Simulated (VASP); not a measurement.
## ZrB: single point with r2SCANh

The system is ZrB.

```
Zr B
1.0
     0.00000    2.32500    2.32500
     2.32500    0.00000    2.32500
     2.32500    2.32500    0.00000
Zr B
1 1
Direct
  0.00000 0.00000 0.00000
  0.50000 0.50000 0.50000
```

- Program: VASP 6.6.1
- Task: single point
- Functional: r2SCANh
- Potentials or basis: VASP PAW PBE potentials, release 64 (Zr_sv, B)
- Cutoff: 520 eV
- k mesh: 5 × 5 × 5
- Occupations: fermi-dirac, width 0.05 eV
- Spin: no spin polarisation
- Dipole correction: no
- Grid for exact exchange (PRECFOCK): Normal
- Further INCAR settings: ALGO = Normal; EDIFF = 1e-06; NBANDS = 14
- Share of exact exchange: 0.1

- Pressure: 37.1 GPa
- Band gap on the k mesh: zero (an odd number of electrons rules out a gap without spin polarisation)

Levels at points of the mesh, in eV from the Fermi level:
| k point | band 4 | band 5 | band 6 | band 7 | band 8 | band 9 | band 10 | band 11 |
| --- | --- | --- | --- | --- | --- | --- | --- | --- |
| (0.00, 0.00, 0.00) | -26.53 | -9.80 | 2.30 | 2.30 | 2.30 | 4.02 | 4.02 | 4.14 |

It took 29 min on 1 thread of Intel Xeon 8259CL, on a shared host, peak memory 0.16 GiB.

Caveat: the k points lie up to 0.47 Å⁻¹ apart, too coarse for converged energies and pressures of a metal; the PAW data sets were made with another functional, which shifts forces and pressure a little.
